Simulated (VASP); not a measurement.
# HfC (I4/mmm) in VASP: further runs, part 2 of 2

VASP 6.6.1.

## Step 4: Single point, PBEsol (strain -0.0300 x Voigt [1, 1, 0, 0, 0, 0])

The input, INCAR:

```
SYSTEM = HfC
  ALGO = Normal
  EDIFF = 1E-7
  ENCUT = 520
  GGA = PS
  ISIF = 2
  ISMEAR = 0
  LASPH = .TRUE.
  LCHARG = .FALSE.
  LREAL = .FALSE.
  LWAVE = .FALSE.
  NBANDS = 14
  NELM = 100
  PREC = Accurate
  SIGMA = 0.15
```

The input, KPOINTS:

```
k-points
0
G
  18 18 18
  0 0 0
```

The input, POSCAR:

```
HfC
1.0
    0.0000000000      2.2552500000      2.3250000000
    2.2552500000      0.0000000000      2.3250000000
    2.2552500000      2.2552500000      0.0000000000
Hf C
1 1
Direct
    0.5000000000      0.5000000000      0.5000000000
    0.0000000000      0.0000000000      0.0000000000
```

Potentials or basis: VASP PAW PBE potentials, release 64 (Hf_pv, C).

Run with:

```bash
$ cat potpaw_PBE.64/Hf_pv/POTCAR potpaw_PBE.64/C/POTCAR > POTCAR
$ mpirun -np 1 vasp_std > vasp.out
```

OUTCAR:

```text
SYSTEM = HfC
   EDIFF = 1E-7
   ENCUT = 520
   GGA = PS
   ISIF = 2
   ISMEAR = 0
   LASPH = .TRUE.
   LREAL = .FALSE.
   NELM = 100
   PREC = Accurate

 ion  position               nearest neighbor table
   1  0.500  0.500  0.500-   2 2.26   2 2.26   2 2.26   2 2.26   2 2.33   2 2.33
   2  0.000  0.000  0.000-   1 2.26   1 2.26   1 2.26   1 2.26   1 2.33   1 2.33

  LATTYP: Found a body centered tetragonal cell.
 ALAT       =     3.1894051365
 C/A-ratio  =     1.4579521262

  Lattice vectors:

[... 595 lines left out ...]
------------------------ aborting loop because EDIFF is reached ----------------------------------------

  FORCE on cell =-STRESS in cart. coord.  units (eV):
  Direction    XX          YY          ZZ          XY          YZ          ZX
  --------------------------------------------------------------------------------------
  -------------------------------------------------------------------------------------
  Total        2.0840285      2.0840285     -0.1269540      0.0000000      0.0000000      0.0000000
  in kB      141.1795818    141.1795818     -8.6003205      0.0000000      0.0000000      0.0000000
  external PRESSURE =      91.2529477 kB  Pullay stress =       0.0000000 kB

 VOLUME and BASIS-vectors are now :
 -----------------------------------------------------------------------------
  energy-cutoff  :      520.00
  volume of cell :       23.65
      direct lattice vectors                 reciprocal lattice vectors
     0.000000000  2.255250000  2.325000000    -0.221704911  0.221704911  0.215053763
     2.255250000  0.000000000  2.325000000     0.221704911 -0.221704911  0.215053763
     2.255250000  2.255250000  0.000000000     0.221704911  0.221704911 -0.215053763

 POSITION                                       TOTAL-FORCE (eV/Angst)
 -----------------------------------------------------------------------------------
      2.25525      2.25525      2.32500         0.000000     -0.000000      0.000000
      0.00000      0.00000      0.00000        -0.000000      0.000000      0.000000
 -----------------------------------------------------------------------------------
    total drift:                                0.000000     -0.000000      0.000000

  FREE ENERGIE OF THE ION-ELECTRON SYSTEM (eV)
  ---------------------------------------------------
  free  energy   TOTEN  =       -22.1544010454 eV

  energy  without entropy=      -22.1511386388  energy(sigma->0) =      -22.15276984
```

OSZICAR:

```text
N       E                     dE             d eps       ncg     rms          rms(c)
DAV:   1     0.227347177622E+02    0.22735E+02   -0.78129E+03 13488   0.992E+02
DAV:   2    -0.235249848630E+02   -0.46260E+02   -0.43442E+02 17430   0.203E+02
DAV:   3    -0.250034605914E+02   -0.14785E+01   -0.14737E+01 16188   0.263E+01
DAV:   4    -0.250093506093E+02   -0.58900E-02   -0.58896E-02 15960   0.204E+00
DAV:   5    -0.250093842702E+02   -0.33661E-04   -0.33661E-04 16174   0.139E-01    0.649E+01
DAV:   6    -0.222102112382E+02    0.27992E+01   -0.10310E+01 15444   0.173E+01    0.452E+01
DAV:   7    -0.221689487947E+02    0.41262E-01   -0.51633E-01 17088   0.491E+00    0.238E+01
DAV:   8    -0.221584954244E+02    0.10453E-01   -0.47658E-02 16830   0.164E+00    0.434E+00
DAV:   9    -0.221547683525E+02    0.37271E-02   -0.16211E-02 14976   0.692E-01    0.188E+00
DAV:  10    -0.221544051234E+02    0.36323E-03   -0.13233E-03 17586   0.265E-01    0.925E-02
DAV:  11    -0.221544019649E+02    0.31585E-05   -0.71137E-05 15336   0.731E-02    0.518E-02
DAV:  12    -0.221544013208E+02    0.64416E-06   -0.16074E-06 17300   0.104E-02    0.108E-02
DAV:  13    -0.221544011120E+02    0.20883E-06   -0.24606E-07 14776   0.288E-03    0.120E-03
DAV:  14    -0.221544010454E+02    0.66538E-07   -0.11077E-08 10002   0.860E-04
   1 F= -.22154401E+02 E0= -.22152770E+02  d E =-.326241E-02
```

Wall time 61 s (1 thread of Intel Xeon Platinum 8375C at 2.90GHz (Ice Lake), shared host); peak memory 0.28 GiB.

What came out:

| Property | Result |
| --- | --- |
| Free energy | -22.1544 eV |
| Pressure | 9.1 GPa |
| Band gap on the k mesh | zero (band 7 reaches 7.41 eV, above the bottom of band 8 at 5.83 eV) |

Levels at points of the mesh, in eV from the Fermi level:
```
           k point  band 3  band 4  band 5  band 6  band 7  band 8  band 9  band 10  band 11  band 12
(0.00, 0.00, 0.00)  -29.20  -12.60    0.93    1.12    1.12    1.12    1.47     1.47     3.25     3.76
(0.50, 0.00, 0.00)  -29.26   -8.41   -6.46   -3.26   -3.18    5.53    5.77     6.19     6.81    11.75
(0.50, 0.50, 0.00)  -29.46  -10.69   -2.75   -2.01    0.11    0.11    5.65     7.20     7.20     9.06
(0.50, 0.00, 0.50)  -29.51  -10.64   -2.38   -2.07   -0.15    0.01    5.61     6.99     7.43     9.18
```

Caveat: the cell differs from its parent crystal (strain -0.0300 x Voigt [1, 1, 0, 0, 0, 0]); the PAW data sets were made with another functional, which shifts forces and pressure a little; spin-orbit coupling is left out, which moves the levels of the heavy elements.

## Step 5: Single point, PBEsol (strain -0.0150 x Voigt [1, 1, 0, 0, 0, 0])

The input, INCAR:

```
SYSTEM = HfC
PREC = Accurate ; ENCUT = 520
EDIFF = 1E-7 ; ISMEAR = 0
SIGMA = 0.15 ; LREAL = .FALSE.
LASPH = .TRUE. ; NELM = 100
ALGO = Normal ; ISIF = 2
LWAVE = .FALSE. ; LCHARG = .FALSE.
GGA = PS ; NBANDS = 14
```

The input, KPOINTS:

```
Automatic mesh
0
G
  18 18 18
  0 0 0
```

The input, POSCAR:

```
HfC
1.0
    0.0000000000      2.2901250000      2.3250000000
    2.2901250000      0.0000000000      2.3250000000
    2.2901250000      2.2901250000      0.0000000000
Hf C
1 1
Direct
    0.5000000000      0.5000000000      0.5000000000
    0.0000000000      0.0000000000      0.0000000000
```

Run with:

```bash
$ cat potpaw_PBE.64/Hf_pv/POTCAR potpaw_PBE.64/C/POTCAR > POTCAR
$ mpirun -np 1 vasp_std > vasp.out
```

It took 66 s on 1 thread of Intel Xeon Platinum 8375C at 2.90GHz (Ice Lake), shared host; peak memory 0.28 GiB.

The run converged. Its results:

| Property | Result |
| --- | --- |
| Free energy | -22.1923 eV |
| Pressure | 0.4 GPa |
| Band gap on the k mesh | zero (band 7 reaches 7.11 eV, above the bottom of band 8 at 5.60 eV) |

Stress tensor (GPa, compression positive):
```
 2.63  0.00  0.00
 0.00  2.63  0.00
 0.00  0.00 -4.02
```

Levels at points of the mesh, in eV from the Fermi level:
```
           k point  band 5  band 6  band 7  band 8  band 9  band 10
(0.00, 0.00, 0.00)    0.99    1.07    1.07    1.24    1.41     1.41
(0.50, 0.00, 0.00)   -6.31   -3.11   -3.08    5.41    5.53     5.97
(0.50, 0.50, 0.00)   -2.66   -1.91    0.02    0.02    5.47     6.96
(0.50, 0.00, 0.50)   -2.49   -1.94   -0.11   -0.04    5.47     6.86
```

Caveat: the cell differs from its parent crystal (strain -0.0150 x Voigt [1, 1, 0, 0, 0, 0]); the PAW data sets were made with another functional, which shifts forces and pressure a little; spin-orbit coupling is left out, which moves the levels of the heavy elements.

## Step 6: Single point, PBEsol (strain +0.0150 x Voigt [1, 1, 0, 0, 0, 0])

The input, INCAR:

```
ALGO = Normal
EDIFF = 1E-6
ENCUT = 520
GGA = PS
ISIF = 2
ISMEAR = 0
LASPH = T
LCHARG = F
LREAL = F
LWAVE = F
NBANDS = 14
NELM = 60
PREC = Accurate
SIGMA = 0.15
```

The input, KPOINTS:

```
k-points
0
Gamma
  18 18 18
```

The input, POSCAR:

```
HfC
1.0
    0.0000000000      2.3598750000      2.3250000000
    2.3598750000      0.0000000000      2.3250000000
    2.3598750000      2.3598750000      0.0000000000
Hf C
1 1
Direct
    0.5000000000      0.5000000000      0.5000000000
    0.0000000000      0.0000000000      0.0000000000
```

Potentials or basis: VASP PAW PBE potentials, release 64 (Hf_pv, C).

Run with:

```bash
$ cat potpaw_PBE.64/Hf_pv/POTCAR potpaw_PBE.64/C/POTCAR > POTCAR
$ mpirun -np 1 vasp_std > vasp.out
```

OUTCAR:

```text
EDIFF = 1E-6
   ENCUT = 520
   GGA = PS
   ISIF = 2
   ISMEAR = 0
   LASPH = T
   LREAL = F
   NELM = 60
   PREC = Accurate

 ion  position               nearest neighbor table
   1  0.500  0.500  0.500-   2 2.33   2 2.33   2 2.36   2 2.36   2 2.36   2 2.36
   2  0.000  0.000  0.000-   1 2.33   1 2.33   1 2.36   1 2.36   1 2.36   1 2.36

  LATTYP: Found a body centered tetragonal cell.
 ALAT       =     3.3373672305
 C/A-ratio  =     1.3933138546

  Lattice vectors:

[... 596 lines left out ...]
------------------------ aborting loop because EDIFF is reached ----------------------------------------

  FORCE on cell =-STRESS in cart. coord.  units (eV):
  Direction    XX          YY          ZZ          XY          YZ          ZX
  --------------------------------------------------------------------------------------
  -------------------------------------------------------------------------------------
  Total       -2.4193632     -2.4193632     -1.5750324      0.0000000     -0.0000000      0.0000000
  in kB     -149.6858362   -149.6858362    -97.4471432      0.0000000     -0.0000000      0.0000000
  external PRESSURE =    -132.2729386 kB  Pullay stress =       0.0000000 kB

 VOLUME and BASIS-vectors are now :
 -----------------------------------------------------------------------------
  energy-cutoff  :      520.00
  volume of cell :       25.90
      direct lattice vectors                 reciprocal lattice vectors
     0.000000000  2.359875000  2.325000000    -0.211875629  0.211875629  0.215053763
     2.359875000  0.000000000  2.325000000     0.211875629 -0.211875629  0.215053763
     2.359875000  2.359875000  0.000000000     0.211875629  0.211875629 -0.215053763

 POSITION                                       TOTAL-FORCE (eV/Angst)
 -----------------------------------------------------------------------------------
      2.35988      2.35988      2.32500         0.000000      0.000000      0.000000
      0.00000      0.00000      0.00000        -0.000000     -0.000000      0.000000
 -----------------------------------------------------------------------------------
    total drift:                                0.000000      0.000000      0.000000

  FREE ENERGIE OF THE ION-ELECTRON SYSTEM (eV)
  ---------------------------------------------------
  free  energy   TOTEN  =       -22.1291454576 eV

  energy  without entropy=      -22.1261256455  energy(sigma->0) =      -22.12763555
```

OSZICAR:

```text
N       E                     dE             d eps       ncg     rms          rms(c)
DAV:   1     0.217476351165E+02    0.21748E+02   -0.77581E+03 13488   0.980E+02
DAV:   2    -0.235045069419E+02   -0.45252E+02   -0.42296E+02 17462   0.198E+02
DAV:   3    -0.250602741182E+02   -0.15558E+01   -0.15500E+01 16298   0.265E+01
DAV:   4    -0.250674462154E+02   -0.71721E-02   -0.71716E-02 15690   0.223E+00
DAV:   5    -0.250674930484E+02   -0.46833E-04   -0.46833E-04 16298   0.162E-01    0.550E+01
DAV:   6    -0.222298025950E+02    0.28377E+01   -0.10950E+01 14946   0.172E+01    0.394E+01
DAV:   7    -0.221518510449E+02    0.77952E-01   -0.54405E-01 17004   0.507E+00    0.238E+01
DAV:   8    -0.221366377062E+02    0.15213E-01   -0.87601E-02 15798   0.225E+00    0.604E+00
DAV:   9    -0.221294945501E+02    0.71432E-02   -0.24438E-02 15330   0.927E-01    0.217E+00
DAV:  10    -0.221291537106E+02    0.34084E-03   -0.15453E-03 17300   0.286E-01    0.774E-02
DAV:  11    -0.221291457833E+02    0.79273E-05   -0.90846E-05 15408   0.791E-02    0.325E-02
DAV:  12    -0.221291454576E+02    0.32572E-06   -0.28264E-06 17218   0.135E-02
   1 F= -.22129145E+02 E0= -.22127636E+02  d E =-.301981E-02
```

stdout:

```text
POSCAR found type information on POSCAR HfC
 POSCAR found :  2 types and       2 ions
 scaLAPACK will be used
 -----------------------------------------------------------------------------
|                                                                             |
|                                                                             |
|     You enforced a specific xc type in the INCAR file but a different       |
|     I HOPE YOU KNOW WHAT YOU ARE DOING!                                     |
|                                                                             |
 -----------------------------------------------------------------------------

 LDA part: xc-table for (Slater+PW92), standard interpolation
 POSCAR, INCAR and KPOINTS ok, starting setup
 FFT: planning ... GRIDC
 FFT: planning ... GRID_SOFT
 FFT: planning ... GRID
 WAVECAR not read
 entering main loop
```

Run time: 2.3 min. Hardware: 1 thread of Intel Xeon Platinum 8375C at 2.90GHz (Ice Lake), shared host; peak memory 0.31 GiB.

What came out:

* Free energy: -22.1291 eV
* Pressure: -13.2 GPa
* Band gap on the k mesh: zero (band 7 reaches 6.64 eV, above the bottom of band 8 at 5.07 eV)

Levels at points of the mesh, in eV from the Fermi level:
```csv
k point,band 3,band 4,band 5,band 6,band 7,band 8,band 9,band 10,band 11,band 12
"(0.00, 0.00, 0.00)",-29.63,-12.14,0.99,0.99,1.06,1.29,1.29,1.44,3.18,3.35
"(0.50, 0.00, 0.00)",-29.69,-8.51,-6.04,-2.90,-2.87,5.06,5.18,5.58,6.37,10.87
"(0.50, 0.50, 0.00)",-29.87,-10.21,-2.50,-1.75,-0.16,-0.16,5.13,6.49,6.49,7.96
"(0.50, 0.00, 0.50)",-29.84,-10.23,-2.66,-1.71,-0.10,-0.05,5.11,6.39,6.57,7.98
```

Caveat: the cell differs from its parent crystal (strain +0.0150 x Voigt [1, 1, 0, 0, 0, 0]); the PAW data sets were made with another functional, which shifts forces and pressure a little; spin-orbit coupling is left out, which moves the levels of the heavy elements.

## Step 7: Single point, PBEsol (strain +0.0300 x Voigt [1, 1, 0, 0, 0, 0])

The input, INCAR:

```
SYSTEM = HfC
PREC = Accurate ; ENCUT = 520
EDIFF = 1E-6 ; ISMEAR = 0
SIGMA = 0.15 ; LREAL = .FALSE.
LASPH = .TRUE. ; NELM = 60
ALGO = Normal ; ISIF = 2
LWAVE = .FALSE. ; LCHARG = .FALSE.
GGA = PS ; NBANDS = 14
```

The input, KPOINTS:

```
regular mesh
0
G
  18 18 18
  0 0 0
```

The input, POSCAR:

```
HfC
1.0
    0.0000000000      2.3947500000      2.3250000000
    2.3947500000      0.0000000000      2.3250000000
    2.3947500000      2.3947500000      0.0000000000
Hf C
1 1
Direct
    0.5000000000      0.5000000000      0.5000000000
    0.0000000000      0.0000000000      0.0000000000
```

Run with:

```bash
$ cat potpaw_PBE.64/Hf_pv/POTCAR potpaw_PBE.64/C/POTCAR > POTCAR
$ mpirun -np 1 vasp_std > vasp.out
```

Wall time 2.2 min (1 thread of Intel Xeon Platinum 8375C at 2.90GHz (Ice Lake), shared host); peak memory 0.31 GiB.

The run converged. Its results:

```
Free energy            : -22.0411 eV
Pressure               : -18.5 GPa
Band gap on the k mesh : zero (band 7 reaches 6.44 eV, above the bottom of band 8 at 4.77 eV)
```

Stress tensor (GPa, compression positive):
```
-21.52   0.00   0.00
  0.00 -21.52   0.00
  0.00   0.00 -12.31
```

Levels at points of the mesh, in eV from the Fermi level:
```
           k point  band 5  band 6  band 7  band 8  band 9  band 10
(0.00, 0.00, 0.00)    0.95    0.95    1.08    1.23    1.23     1.52
(0.50, 0.00, 0.00)   -5.91   -2.82   -2.77    4.83    5.08     5.42
(0.50, 0.50, 0.00)   -2.42   -1.68   -0.25   -0.25    4.97     6.26
(0.50, 0.00, 0.50)   -2.73   -1.61   -0.12   -0.03    4.90     6.08
```

Caveat: the cell differs from its parent crystal (strain +0.0300 x Voigt [1, 1, 0, 0, 0, 0]); the PAW data sets were made with another functional, which shifts forces and pressure a little; spin-orbit coupling is left out, which moves the levels of the heavy elements.

## Step 8: Overview

| cell | gap on the mesh (eV) | pressure (GPa) |
| --- | --- | --- |
| a = 3.191, b = 3.191, c = 3.091 Å, angles 61.0, 61.0, 57.9°, 2 atoms | none | 31.4 |
| a = 3.215, b = 3.215, c = 3.140 Å, angles 60.8, 60.8, 58.5°, 2 atoms | none | 19.4 |
| a = 3.239, b = 3.239, c = 3.189 Å, angles 60.5, 60.5, 59.0°, 2 atoms | none | 9.1 |
| a = 3.263, b = 3.263, c = 3.239 Å, angles 60.3, 60.3, 59.5°, 2 atoms | none | 0.4 |
| a = 3.313, b = 3.313, c = 3.337 Å, angles 59.8, 59.8, 60.5°, 2 atoms | none | -13.2 |
| a = 3.338, b = 3.338, c = 3.387 Å, angles 59.5, 59.5, 61.0°, 2 atoms | none | -18.5 |

Alike in all rows: task single point; level PBEsol; potentials or basis VASP PAW PBE potentials, release 64 (Hf_pv, C); no spin polarisation; k mesh 18 × 18 × 18; cutoff (eV) 520; smearing gaussian 0.15 eV.

Caveats: the PAW data sets were made with another functional, which shifts forces and pressure a little; spin-orbit coupling is left out, which moves the levels of the heavy elements.

Total energies depend on the potentials used, so only differences within one code and one set of settings carry meaning.
